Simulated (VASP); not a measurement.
Here is a VASP 6.6.1 calculation.

Contents of INCAR:

```
SYSTEM = BiN
ALGO     = Normal         ! electronic algorithm
EDIFF    = 1E-7           ! SCF threshold, eV
ENCUT    = 520            ! plane-wave cutoff, eV
GGA      = PS             ! functional
ISIF     = 2              ! what is computed and relaxed
ISMEAR   = 0              ! smearing method
LASPH    = .True.         ! aspherical terms in the spheres
LCHARG   = .False.        ! write CHGCAR
LREAL    = .False.        ! projectors in reciprocal space
LWAVE    = .False.        ! write WAVECAR
NBANDS   = 28             ! bands
NELM     = 100            ! most SCF steps
PREC     = Accurate       ! precision mode
SIGMA    = 0.05           ! smearing width, eV
```

File KPOINTS:

```
k-points
0
Gamma
  10 10 6
  0 0 0
```

File POSCAR:

```
BiN
1.0
    3.4892826067      0.0000000000      0.0000000000
   -1.7446413033      3.0218073784      0.0000000000
    0.0000000000      0.0000000000      6.3512157958
Bi N
2 2
Direct
    0.0000000000      0.0000000000      0.0000000000
    0.0000000000      0.0000000000      0.5000000000
    0.3333333333      0.6666666667      0.2500000000
    0.6666666667      0.3333333333      0.7500000000
```

Potentials or basis: VASP PAW PBE potentials, release 64 (Bi_d, N).

Command:

```sh
$ cat potpaw_PBE.64/Bi_d/POTCAR potpaw_PBE.64/N/POTCAR > POTCAR
$ mpirun -np 1 vasp_std > vasp.out
```

**Question.** What does it give for the band gap on the k mesh?

**Answer.** Zero (band 20 reaches 9.46 eV, above the bottom of band 21 at 8.38 eV).

**Question.** Estimate the pressure.

**Answer.** 0.0 GPa.

Caveat: the PAW data sets were made with another functional, which shifts forces and pressure a little; spin-orbit coupling is left out, which moves the levels of the heavy elements.
